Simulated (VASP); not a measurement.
Crystal: BN.

```xyz
2
Lattice="2.5247 0.0000 0.0000 -1.2550 2.1906 0.0000 -0.6348 -1.0953 3.0426" Properties=species:S:1:pos:R:3 pbc="T T T"
N     0.6453   -0.3508    2.9969
B     1.2379    2.1525    0.0055
```

Base run:

```yaml
Program: VASP 6.6.1
Functional: r2SCAN
Potentials_or_basis: VASP PAW PBE potentials, release 64 (N, B)
Cutoff: 520 eV
k_mesh: 13 × 13 × 9
Occupations: fermi-dirac, width 0.05 eV
Spin: no spin polarisation
```

Its results: band gap on the k mesh 3.33 eV (least direct gap 5.17 eV); pressure -4.1 GPa; largest force 2.610 eV/Å.

The run is repeated on the same cell with these changes: functional from r2SCAN to PBEsol; further incar settings from ALGO = Normal; EDIFF = 1e-06; NBANDS = 11 to ALGO = Normal; EDIFF = 1e-07; NBANDS = 11. What comes out?

Band gap on the k mesh 2.72 eV (least direct gap 4.42 eV); pressure -3.3 GPa; largest force 2.620 eV/Å.

Caveats: the cell stands under tension; the PAW data sets were made with another functional, which shifts forces and pressure a little; an odd mesh through Γ misses points on the zone boundary, where band edges can lie.
